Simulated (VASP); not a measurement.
# B (Fm-3m) in VASP: further runs, part 2 of 2

VASP 6.6.1.

## 3. Single point, PBEsol (volume scaled by 1.04)

File INCAR:

```
SYSTEM = B
  PREC = Accurate
  ENCUT = 520
  EDIFF = 1E-7
  ISMEAR = -1
  SIGMA = 0.1
  LREAL = .False.
  LASPH = .True.
  NELM = 80
  ALGO = Normal
  ISIF = 2
  LWAVE = .False.
  LCHARG = .False.
  GGA = PS
  NBANDS = 8
```

File KPOINTS:

```
Automatic mesh
0
Gamma
  21 21 21
  0 0 0
```

File POSCAR:

```
B
1.0
    0.0000000000      1.4467418634      1.4467418634
    1.4467418634      0.0000000000      1.4467418634
    1.4467418634      1.4467418634      0.0000000000
B
1
Direct
    0.0000000000      0.0000000000      0.0000000000
```

Potentials or basis: VASP PAW PBE potentials, release 64 (B).

Launch:

```bash
cat potpaw_PBE.64/B/POTCAR > POTCAR
mpirun -np 1 vasp_std > vasp.out
```

It took 7.6 s on 1 thread of Intel Xeon Platinum 8488C (Sapphire Rapids), shared host; peak memory 0.11 GiB.

It converged, with:

```yaml
Free_energy: -5.7515 eV
Pressure: -9.8 GPa
```

Levels at points of the mesh, in eV from the Fermi level:
```csv
k point,band 1,band 2,band 3,band 4,band 5
"(0.00, 0.00, 0.00)",-18.88,15.58,15.58,15.58,31.96
```

Caveat: the PAW data sets were made with another functional, which shifts forces and pressure a little.

## 4. Single point, PBEsol (volume scaled by 1.08)

File INCAR:

```
SYSTEM = B
  ALGO = Normal
  EDIFF = 1E-7
  ENCUT = 520
  GGA = PS
  ISIF = 2
  ISMEAR = -1
  LASPH = .True.
  LCHARG = .False.
  LREAL = .False.
  LWAVE = .False.
  NBANDS = 8
  NELM = 100
  PREC = Accurate
  SIGMA = 0.1
```

File KPOINTS:

```
k-points
0
Gamma
  21 21 21
  0 0 0
```

File POSCAR:

```
B
1.0
    0.0000000000      1.4650569958      1.4650569958
    1.4650569958      0.0000000000      1.4650569958
    1.4650569958      1.4650569958      0.0000000000
B
1
Direct
    0.0000000000      0.0000000000      0.0000000000
```

Potentials or basis: VASP PAW PBE potentials, release 64 (B).

Launch:

```bash
cat potpaw_PBE.64/B/POTCAR > POTCAR
mpirun -np 1 vasp_std > vasp.out
```

OUTCAR:

```text
SYSTEM = B
   EDIFF = 1E-7
   ENCUT = 520
   GGA = PS
   ISIF = 2
   ISMEAR = -1
   LASPH = .True.
   LREAL = .False.
   NELM = 100
   PREC = Accurate

 ion  position               nearest neighbor table
   1  0.000  0.000  0.000-

  LATTYP: Found a face centered cubic cell.
 ALAT       =     2.9301139916

  Lattice vectors:

 A1 = (   0.0000000000,   1.4650569958,   1.4650569958)
 A2 = (   1.4650569958,   0.0000000000,   1.4650569958)
 A3 = (   1.4650569958,   1.4650569958,   0.0000000000)

Analysis of symmetry for initial positions (statically):
=====================================================================
 Subroutine PRICEL returns:
 Original cell was already a primitive cell.

 Routine SETGRP: Setting up the symmetry group for a
 face centered cubic supercell.

 Subroutine GETGRP returns: Found 48 space group operations
 (whereof 48 operations were pure point group operations)
 out of a pool of 48 trial point group operations.

The static configuration has the point symmetry O_h .

Analysis of symmetry for dynamics (positions and initial velocities):
=====================================================================
 Subroutine PRICEL returns:
 Original cell was already a primitive cell.

 Routine SETGRP: Setting up the symmetry group for a
 face centered cubic supercell.

 Subroutine GETGRP returns: Found 48 space group operations
 (whereof 48 operations were pure point group operations)
 out of a pool of 48 trial point group operations.

The dynamic configuration has the point symmetry O_h .

 Subroutine INISYM returns: Found 48 space group operations
 (whereof 48 operations are pure point group operations),
 and found     1 'primitive' translations

----------------------------------------------------------------------------------------

                                     Primitive cell
[... 108 lines left out ...]
     AMIX     =   0.40;   BMIX     =  1.00
     AMIX_MAG =   1.60;   BMIX_MAG =  1.00
  volume/ion in A,a.u.               =       6.29        42.44
  Fermi-wavevector in a.u.,A,eV,Ry     =   1.279138  2.417220 22.261771  1.636194
  Thomas-Fermi vector in A             =   2.411641
   LORBIT       =      0    0 simple, 1 ext, 2 COOP (PROOUT), +10 PAW based schemes
   GGA     = PS    functional components
   LHFCALC =     F    Hartree Fock is set to
   AEXX    =    0.0000 exact exchange contribution
   IVDW    =     0    specifies the selected vdW correction
   LEPSILON=     F    determine dielectric tensor
   LRPA    =     F    only Hartree local field effects (RPA)
 non-spin polarized calculation
  energy-cutoff  :      520.00
  volume of cell :        6.29
 maximum number of plane-waves:       182
   NGX =  7   NGY =  7   NGZ =  7

 number of electron       3.0000000 magnetization

 Free energy of the ion-electron system (eV)
  ---------------------------------------------------
  ext. energy  EPLUGINS =         0.00000000
  ---------------------------------------------------
  free energy    TOTEN  =        -5.73117244 eV

  energy without entropy =       -5.72401857  energy(sigma->0) =       -5.72759550

 E-fermi :   9.7722     XC(G=0): -12.7640

 val. band max:        9.7541954837   @ k =  -0.2857   0.1905   0.0476
 cond. band min:       9.8439856787   @ k =  -0.4286   0.4762   0.0952
 fundamental gap:      0.0897901950
 Fermi energy:         9.7721817637

 k-point     1 :       0.0000    0.0000    0.0000
  band No.  band energies     occupation
      1      -8.6604      2.00000
      2      24.8358      0.00000
      3      24.8358      0.00000
      4      24.8358      0.00000
      5      41.0681      0.00000
      6      41.0681      0.00000
      7      41.0681      0.00000
      8      44.7319      0.00000
[... 243 lines left out ...]
 k-point    24 :      -0.3810    0.0476    0.0000
  band No.  band energies     occupation
      1      -2.0706      2.00000
      2       7.5529      2.00000
      3      21.5406      0.00000
      4      22.4586      0.00000
      5      37.1281      0.00000
      6      38.6451      0.00000
      7      41.2392      0.00000
      8      43.2539      0.00000

 [... further k-points ...]

------------------------ aborting loop because EDIFF is reached ----------------------------------------

  FORCE on cell =-STRESS in cart. coord.  units (eV):
  Direction    XX          YY          ZZ          XY          YZ          ZX
  --------------------------------------------------------------------------------------
  -------------------------------------------------------------------------------------
  Total       -0.7175910     -0.7175910     -0.7175910     -0.0000000      0.0000000      0.0000000
  in kB     -182.8075020   -182.8075020   -182.8075020     -0.0000000      0.0000000      0.0000000
  external PRESSURE =    -182.8075020 kB  Pullay stress =       0.0000000 kB

 VOLUME and BASIS-vectors are now :
 -----------------------------------------------------------------------------
  energy-cutoff  :      520.00
  volume of cell :        6.29
      direct lattice vectors                 reciprocal lattice vectors
     0.000000000  1.465056996  1.465056996    -0.341283651  0.341283651  0.341283651
     1.465056996  0.000000000  1.465056996     0.341283651 -0.341283651  0.341283651
     1.465056996  1.465056996  0.000000000     0.341283651  0.341283651 -0.341283651

 POSITION                                       TOTAL-FORCE (eV/Angst)
 -----------------------------------------------------------------------------------
      0.00000      0.00000      0.00000        -0.000000     -0.000000     -0.000000
 -----------------------------------------------------------------------------------
    total drift:                                0.000000     -0.000000     -0.000000

  FREE ENERGIE OF THE ION-ELECTRON SYSTEM (eV)
  ---------------------------------------------------
  free  energy   TOTEN  =        -5.7311724362 eV

  energy  without entropy=       -5.7240185708  energy(sigma->0) =       -5.72759550
```

Run time: 5.2 s. Hardware: 1 thread of Intel Xeon Platinum 8488C (Sapphire Rapids), shared host; peak memory 0.12 GiB.

What came out:

```
Free energy : -5.7312 eV
Pressure    : -18.3 GPa
```

Levels at points of the mesh, in eV from the Fermi level:
| k point | band 1 | band 2 | band 3 | band 4 | band 5 |
| --- | --- | --- | --- | --- | --- |
| (0.00, 0.00, 0.00) | -18.43 | 15.06 | 15.06 | 15.06 | 31.30 |

Caveat: the PAW data sets were made with another functional, which shifts forces and pressure a little.

## 5. Overview

| cell | gap on the mesh (eV) | pressure (GPa) |
| --- | --- | --- |
| a = 2.019 Å, angles 60.0°, 1 atom | none | 0.5 |
| a = 2.046 Å, angles 60.0°, 1 atom | none | -9.8 |
| a = 2.072 Å, angles 60.0°, 1 atom | none | -18.3 |

Alike in all rows: task single point; level PBEsol; potentials or basis VASP PAW PBE potentials, release 64 (B); no spin polarisation; k mesh 21 × 21 × 21; cutoff (eV) 520; smearing fermi-dirac 0.1 eV.

Caveats: the PAW data sets were made with another functional, which shifts forces and pressure a little.

Total energies depend on the potentials used, so only differences within one code and one set of settings carry meaning.
